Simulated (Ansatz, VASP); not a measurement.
# Two plane-wave programs on H

```
H
1.0
    -1.69553    1.69553    2.18684
     1.69553   -1.69553    2.18684
     1.69553    1.69553   -2.18684
H
2
Direct
  0.84914 0.84914 0.00000
  0.15086 0.15086 0.00000
```

Alike in both runs: task single point; functional PBEsol; k mesh 10 × 10 × 10; occupations gaussian, width 0.02 eV; no spin polarisation.

|  | VASP | Ansatz |
| --- | --- | --- |
| version | VASP 6.6.1 | Ansatz 0.2.0 |
| potentials or method | VASP PAW PBE potentials, release 64 (H), cutoff 520 eV | scalar-relativistic, plane waves, PAW |
| valence electrons in the cell | 2 | 2 |

```csv
,VASP,Ansatz,Ansatz less VASP
gap on the k mesh at the Fermi level (eV),2.97,2.97,-0.001
least direct gap on the mesh (eV),2.97,2.97,-0.001
pressure (GPa),-12.8,-12.7,+0.10
"traceless stress, the component that is largest in VASP (GPa)",-23.08,-23.09,-0.009
rms of the force components (eV/Å),2.406,2.407,+0.0015
```

VASP's potentials were made for PBE, not for PBEsol. Atom by atom the forces differ by 0.001 eV/Å (rms over components). With one functional, cell and mesh, what is left measures potentials, basis and numerics.
